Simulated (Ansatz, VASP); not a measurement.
## SiSn5 in VASP and in Ansatz

```
Si Sn
1.0
    10.46681    0.00000    0.00000
    -5.23340    9.06452    0.00000
     0.00000    0.00000    2.79570
Si Sn
1 5
Cartesian
  0.0000 0.0000 1.3978
  0.0000 6.0430 1.3978
  5.2334 3.0215 1.3978
  5.2334 0.0000 1.3978
  -2.6167 4.5323 1.3978
  2.6167 4.5323 1.3978
```

Alike in both runs: functional PBE; k mesh 3 × 3 × 4; occupations gaussian, width 0.1 eV; no spin polarisation.

Ansatz relaxed the structure, and its values are those at the end. VASP's run is a single point on that final structure, the one shown.

|  | VASP | Ansatz |
| --- | --- | --- |
| version | VASP 6.6.1 | Ansatz 0.2.0 |
| potentials or method | VASP PAW PBE potentials, release 64 (Si, Sn_d), cutoff 520 eV | scalar-relativistic, plane waves, PAW |
| valence electrons in the cell | 74 | 74 |

|  | VASP | Ansatz | Ansatz less VASP |
| --- | --- | --- | --- |
| gap on the k mesh at the Fermi level (eV) | none | none | - |
| pressure (GPa) | 0.1 | 0.1 | +0.04 |

A gap of «none» marks a metal or a gap that the smearing closes.

The k mesh is coarse, so the values compare programs but aren't converged.
